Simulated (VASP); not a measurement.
# Al5N (R3m) in VASP: notebook, part 3 of 3

VASP 6.6.1. Earlier steps stand in the parts before.

**6. Single point, PBE, collinear spin, ferromagnetic start**

This run uses another cell than the first one, of 18.23 Å³/atom, 1.284 times its volume.

File INCAR:

```
PREC     = Accurate       # precision mode
ENCUT    = 520            # plane-wave cutoff, eV
EDIFF    = 1E-6           # SCF threshold, eV
ISMEAR   = 0              # smearing method
SIGMA    = 0.1            # smearing width, eV
LREAL    = F              # projectors in reciprocal space
LASPH    = T              # aspherical terms in the spheres
NELM     = 150            # most SCF steps
ALGO     = Normal         # electronic algorithm
ISIF     = 2              # what is computed and relaxed
LWAVE    = F              # write WAVECAR
LCHARG   = F              # write CHGCAR
ISPIN    = 2              # spin polarisation
MAGMOM   = 0 0 0 0 0 1    # initial moments
LORBIT   = 11             # projections on sites
GGA      = PE             # functional
NBANDS   = 23             # bands
```

File KPOINTS:

```
regular mesh
0
Gamma
  6 6 6
```

File POSCAR:

```
Al5N
1.0
    2.7227790083      1.5719971934      4.2592421874
   -2.7227790083      1.5719971934      4.2592421874
    0.0000000000     -3.1439943868      4.2592421874
Al N
5 1
Direct
    0.3427354877      0.8507317903      0.3427354877
    0.3427354877      0.3427354877      0.8507317903
    0.8507317903      0.3427354877      0.3427354877
    0.7489385627      0.7489385627      0.7489385627
    0.3490828564      0.3490828564      0.3490828564
    0.5987523851      0.5987523851      0.5987523851
```

Potentials or basis: VASP PAW PBE potentials, release 64 (Al, N).

Run with:

```bash
cat potpaw_PBE.64/Al/POTCAR potpaw_PBE.64/N/POTCAR > POTCAR
mpirun -np 1 vasp_std > vasp.out
```

OUTCAR:

```text
PREC = Accurate
   ENCUT = 520
   EDIFF = 1E-6
   ISMEAR = 0
   LREAL = F
   LASPH = T
   NELM = 150
   ISIF = 2
   ISPIN = 2
   LORBIT = 11
   GGA = PE

 ion  position               nearest neighbor table
   1  0.343  0.851  0.343-   6 1.94   5 2.62   5 2.67   3 2.68   2 2.68   3 2.77   2 2.77   4 2.99
                             4 2.99
   2  0.343  0.343  0.851-   6 1.94   5 2.62   5 2.67   3 2.68   1 2.68   1 2.77   3 2.77   4 2.99
                             4 2.99
   3  0.851  0.343  0.343-   6 1.94   5 2.62   5 2.67   1 2.68   2 2.68   1 2.77   2 2.77   4 2.99
                             4 2.99
   4  0.749  0.749  0.749-   6 1.92   2 2.99   2 2.99   3 2.99   1 2.99   3 2.99   1 2.99   5 3.26
                             5 3.26   5 3.26
   5  0.349  0.349  0.349-   3 2.62   1 2.62   2 2.62   1 2.67   3 2.67   2 2.67   4 3.26   4 3.26
                             4 3.26
   6  0.599  0.599  0.599-   4 1.92   3 1.94   1 1.94   2 1.94

  LATTYP: Found a trigonal (rhomboedric) cell.
 ALAT       =     5.2939441549
 COS(alpha) =     0.4709507882

  Lattice vectors:

 A1 = (   2.7227790083,   1.5719971934,   4.2592421874)
 A2 = (  -2.7227790083,   1.5719971934,   4.2592421874)
 A3 = (   0.0000000000,  -3.1439943868,   4.2592421874)

Analysis of symmetry for initial positions (statically):
=====================================================================
 Subroutine PRICEL returns:
 Original cell was already a primitive cell.

 Routine SETGRP: Setting up the symmetry group for a
 trigonal (rhombohedral) supercell.

 Subroutine GETGRP returns: Found  6 space group operations
 (whereof  6 operations were pure point group operations)
 out of a pool of 12 trial point group operations.

The static configuration has the point symmetry C_3v.

Analysis of symmetry for dynamics (positions and initial velocities):
=====================================================================
 Subroutine PRICEL returns:
 Original cell was already a primitive cell.

[... 190 lines left out ...]
      1     -10.0039      1.00000
      2      -2.9458      1.00000
      3      -0.6173      1.00000
      4       0.4647      1.00000
      5       0.4647      1.00000
      6       1.7372      1.00000
[... 589 lines left out ...]
     21      12.8042      0.00000
     22      13.2426      0.00000

 [... further k-points ...]

 spin component 2

 k-point     1 :       0.0000    0.0000    0.0000
  band No.  band energies     occupation
      1     -10.0038      1.00000
      2      -2.9458      1.00000
      3      -0.6173      1.00000
      4       0.4648      1.00000
      5       0.4648      1.00000
      6       1.7372      1.00000
[... 589 lines left out ...]
     21      12.8042      0.00000
     22      13.2426      0.00000

 [... further k-points ...]

 [bands above 22 left out]

------------------------ aborting loop because EDIFF is reached ----------------------------------------

  FORCE on cell =-STRESS in cart. coord.  units (eV):
  Direction    XX          YY          ZZ          XY          YZ          ZX
  --------------------------------------------------------------------------------------
  -------------------------------------------------------------------------------------
  Total       -0.0350630     -0.0350630     -0.0325342      0.0000000     -0.0000000      0.0000000
  in kB       -0.5135849     -0.5135849     -0.4765440      0.0000000     -0.0000000      0.0000000
  external PRESSURE =      -0.5012379 kB  Pullay stress =       0.0000000 kB

 VOLUME and BASIS-vectors are now :
 -----------------------------------------------------------------------------
  energy-cutoff  :      520.00
  volume of cell :      109.38
      direct lattice vectors                 reciprocal lattice vectors
     2.722779008  1.571997193  4.259242187     0.183635910  0.106022242  0.078261183
    -2.722779008  1.571997193  4.259242187    -0.183635910  0.106022242  0.078261183
     0.000000000 -3.143994387  4.259242187     0.000000000 -0.212044484  0.078261183

 POSITION                                       TOTAL-FORCE (eV/Angst)
 -----------------------------------------------------------------------------------
     -1.38316      0.79857      6.54306         0.003097     -0.001788      0.000325
      0.00000     -1.59714      6.54306        -0.000000      0.003576      0.000325
      1.38316      0.79857      6.54306        -0.003097     -0.001788      0.000325
      0.00000      0.00000      9.56973        -0.000000      0.000000     -0.005302
      0.00000      0.00000      4.46049        -0.000000      0.000000      0.002310
      0.00000      0.00000      7.65069        -0.000000      0.000000      0.002016
 -----------------------------------------------------------------------------------
    total drift:                               -0.000000      0.000000     -0.000501

  FREE ENERGIE OF THE ION-ELECTRON SYSTEM (eV)
  ---------------------------------------------------
  free  energy   TOTEN  =       -27.0099313924 eV

  energy  without entropy=      -26.9931761844  energy(sigma->0) =      -27.00155379

 total charge

# of ion       s       p       d       tot
------------------------------------------
    1        0.412   0.376   0.000   0.788
    2        0.412   0.376   0.000   0.788
    3        0.412   0.376   0.000   0.788
    4        0.402   0.308   0.000   0.710
    5        0.465   0.373   0.000   0.839
    6        1.258   2.507   0.000   3.765
--------------------------------------------------
tot          3.361   4.315   0.000   7.676

 magnetization (x)

# of ion       s       p       d       tot
------------------------------------------
    1       -0.000  -0.000   0.000  -0.000
    2       -0.000  -0.000   0.000  -0.000
    3       -0.000  -0.000   0.000  -0.000
    4       -0.000   0.000   0.000   0.000
    5        0.000   0.000   0.000   0.000
    6       -0.000   0.000   0.000   0.000
--------------------------------------------------
tot         -0.000   0.000   0.000   0.000
```

OSZICAR:

```text
N       E                     dE             d eps       ncg     rms          rms(c)
DAV:   1     0.396607702440E+02    0.39661E+02   -0.71447E+03  2944   0.687E+02
DAV:   2    -0.238616497588E+02   -0.63522E+02   -0.59748E+02  3665   0.123E+02
DAV:   3    -0.296570897056E+02   -0.57954E+01   -0.57318E+01  3853   0.353E+01
DAV:   4    -0.297436889178E+02   -0.86599E-01   -0.86581E-01  3497   0.512E+00
DAV:   5    -0.297455831326E+02   -0.18942E-02   -0.18942E-02  3830   0.754E-01    0.105E+01
DAV:   6    -0.270508386054E+02    0.26947E+01   -0.10040E+01  3785   0.201E+01    0.402E+00
DAV:   7    -0.270420651288E+02    0.87735E-02   -0.14057E+00  3182   0.687E+00    0.254E+00
DAV:   8    -0.270253257362E+02    0.16739E-01   -0.41494E-01  3633   0.312E+00    0.102E+00
DAV:   9    -0.270071408177E+02    0.18185E-01   -0.51929E-02  4071   0.156E+00    0.426E-01
DAV:  10    -0.270094681326E+02   -0.23273E-02   -0.20053E-02  3266   0.674E-01    0.262E-01
DAV:  11    -0.270096746278E+02   -0.20650E-03   -0.14112E-03  3955   0.251E-01    0.118E-01
DAV:  12    -0.270098748459E+02   -0.20022E-03   -0.51094E-04  3560   0.123E-01    0.400E-02
DAV:  13    -0.270099163464E+02   -0.41501E-04   -0.92059E-05  3708   0.441E-02    0.150E-02
DAV:  14    -0.270099271942E+02   -0.10848E-04   -0.93028E-06  3602   0.156E-02    0.699E-03
DAV:  15    -0.270099308804E+02   -0.36862E-05   -0.52520E-06  3602   0.925E-03    0.353E-03
DAV:  16    -0.270099313924E+02   -0.51198E-06   -0.89414E-07  3218   0.430E-03
   1 F= -.27009931E+02 E0= -.27001554E+02  d E =-.167552E-01  mag=     0.0000
```

stdout:

```text
POSCAR found type information on POSCAR AlN
 POSCAR found :  2 types and       6 ions
 scaLAPACK will be used
 LDA part: xc-table for (Slater+PW92), standard interpolation
 POSCAR, INCAR and KPOINTS ok, starting setup
 FFT: planning ... GRIDC
 FFT: planning ... GRID_SOFT
 FFT: planning ... GRID
 WAVECAR not read
 entering main loop
```

It took 3.6 min on 1 thread of Intel Xeon Platinum 8175M at 2.50GHz (Skylake/Cascade Lake), shared host; peak memory 0.34 GiB.

What came out:

```
Free energy                                           : -27.0099 eV
Pressure                                              : -0.1 GPa
Largest force                                         : 0.005 eV/Å
Band gap on the k mesh                                : zero (filled and empty bands overlap)
Net moment                                            : 0.00 μB per cell
Valence electrons inside the program's atomic spheres : Al 0.79, 0.71, 0.84; N 3.77
```

Forces on the atoms (eV/Å):
```
Al   0.003 -0.002  0.000
Al   0.000  0.004  0.000
Al  -0.003 -0.002  0.000
Al   0.000  0.000 -0.005
Al   0.000  0.000  0.002
N    0.000  0.000  0.002
```

**7. Single point, PBE**

This run uses another cell than the first one, of 18.22 Å³/atom, 1.284 times its volume.

File INCAR:

```
SYSTEM = Al5N
PREC     = Accurate       ! precision mode
ENCUT    = 520            ! plane-wave cutoff, eV
EDIFF    = 1E-6           ! SCF threshold, eV
ISMEAR   = 0              ! smearing method
SIGMA    = 0.1            ! smearing width, eV
LREAL    = .False.        ! projectors in reciprocal space
LASPH    = .True.         ! aspherical terms in the spheres
NELM     = 100            ! most SCF steps
ALGO     = Normal         ! electronic algorithm
ISIF     = 2              ! what is computed and relaxed
LWAVE    = .False.        ! write WAVECAR
LCHARG   = .False.        ! write CHGCAR
GGA      = PE             ! functional
NBANDS   = 19             ! bands
```

File KPOINTS:

```
Automatic mesh
0
Gamma
  12 12 12
  0 0 0
```

File POSCAR:

```
Al5N
1.0
    2.7216204466      1.5713282975      4.2608780263
   -2.7216204466      1.5713282975      4.2608780263
    0.0000000000     -3.1426565950      4.2608780263
Al N
5 1
Direct
    0.3427359660      0.8505007462      0.3427359660
    0.3427359660      0.3427359660      0.8505007462
    0.8505007462      0.3427359660      0.3427359660
    0.7489289664      0.7489289664      0.7489289664
    0.3492838281      0.3492838281      0.3492838281
    0.5987910973      0.5987910973      0.5987910973
```

Run with:

```bash
cat potpaw_PBE.64/Al/POTCAR potpaw_PBE.64/N/POTCAR > POTCAR
mpirun -np 1 vasp_std > vasp.out
```

Run time: 6.6 min. Hardware: 1 thread of Intel Xeon Platinum 8175M at 2.50GHz (Skylake/Cascade Lake), shared host; peak memory 0.45 GiB.

Results (log left out):

* Free energy: -27.0244 eV
* Pressure: -0.1 GPa
* Largest force: 0.008 eV/Å
* Band gap on the k mesh: zero (band 10 reaches 6.06 eV, above the bottom of band 11 at 4.35 eV)

Forces in eV/Å, atoms in the order of the input:
```
Al   0.000  0.000 -0.003
Al   0.000  0.000 -0.003
Al   0.000  0.000 -0.003
Al   0.000  0.000  0.000
Al   0.000  0.000  0.001
N    0.000  0.000  0.008
```

Levels at points of the mesh, in eV from the Fermi level:
```tsv
k point	band 6	band 7	band 8	band 9	band 10	band 11	band 12	band 13	band 14	band 15
(0.00, 0.00, 0.00)	-4.01	-2.76	-2.76	-2.38	-1.07	-1.07	0.17	1.29	1.29	3.28
(0.50, 0.00, 0.00)	-4.06	-3.14	-2.59	-2.14	-0.27	0.09	1.72	2.48	2.84	3.55
(0.50, 0.50, 0.00)	-4.86	-3.17	-1.95	-1.36	-0.89	1.72	2.23	2.36	3.19	3.87
(0.50, 0.50, 0.50)	-3.93	-2.56	-2.56	-1.37	-0.81	-0.81	-0.35	2.27	2.27	3.77
```

**8. The runs side by side**

```tsv
task	spin	cell	k mesh	cutoff (eV)	gap on the mesh (eV)	pressure (GPa)	moment (μB)	largest force (eV/Å)
single point	off	a = 4.403 Å, angles 87.9°, 6 atoms	6 × 6 × 6	520	none	87.0	-	38.10
single point	off	a = 5.294 Å, angles 61.9°, 6 atoms	6 × 6 × 6	520	none	-0.1	-	-
relaxation of cell and atoms	off	relaxed from a = 4.403 Å, angles 87.9°, 6 atoms	6 × 6 × 6	600	none	0.0	-	0.01
single point	collinear, ferromagnetic start	a = 4.403 Å, angles 87.9°, 6 atoms	6 × 6 × 6	520	none	87.0	0.00	38.10
single point	collinear, ferromagnetic start	a = 5.294 Å, angles 61.9°, 6 atoms	6 × 6 × 6	520	none	-0.1	0.00	0.01
single point	off	a = 5.294 Å, angles 61.9°, 6 atoms	12 × 12 × 12	520	none	-0.1	-	0.01
```

Alike in all rows: level PBE; potentials or basis VASP PAW PBE potentials, release 64 (Al, N); smearing gaussian 0.1 eV.

Caveats: forces of over 1 eV/Å act on the atoms, so gaps and moduli don't describe the material at rest (some runs); the volume moved by over 15 % at a fixed basis, so the end points are rough (some runs).

Total energies depend on the potentials used, so only differences within one code and one set of settings carry meaning.
